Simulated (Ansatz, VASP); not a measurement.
# One calculation of CdF2, two programs

```
Cd F
1.0
     0.00000    2.74786    2.74786
     2.74786    0.00000    2.74786
     2.74786    2.74786    0.00000
Cd F
1 2
Direct
  0.00000 0.00000 0.00000
  0.25000 0.25000 0.25000
  0.75000 0.75000 0.75000
```

Alike in both runs: task single point; functional BLYP; k mesh 8 × 8 × 8; occupations gaussian, width 0.05 eV; no spin polarisation.

|  | VASP | Ansatz |
| --- | --- | --- |
| version | VASP 6.6.1 | Ansatz 0.2.0 |
| potentials or method | VASP PAW PBE potentials, release 64 (Cd, F), cutoff 520 eV | scalar-relativistic, plane waves, PAW |
| valence electrons in the cell | 26 | 34 |

|  | VASP | Ansatz | Ansatz less VASP |
| --- | --- | --- | --- |
| gap on the k mesh at the Fermi level (eV) | 2.92 | 2.92 | +0.001 |
| least direct gap on the mesh (eV) | 3.46 | 3.47 | +0.006 |
| pressure (GPa) | 2.4 | 1.9 | -0.56 |

VASP's potentials were made for PBE, not for BLYP. VASP's potentials hold 26 valence electrons a cell and Ansatz's 34, so a difference there can come from the potentials and not from the codes.
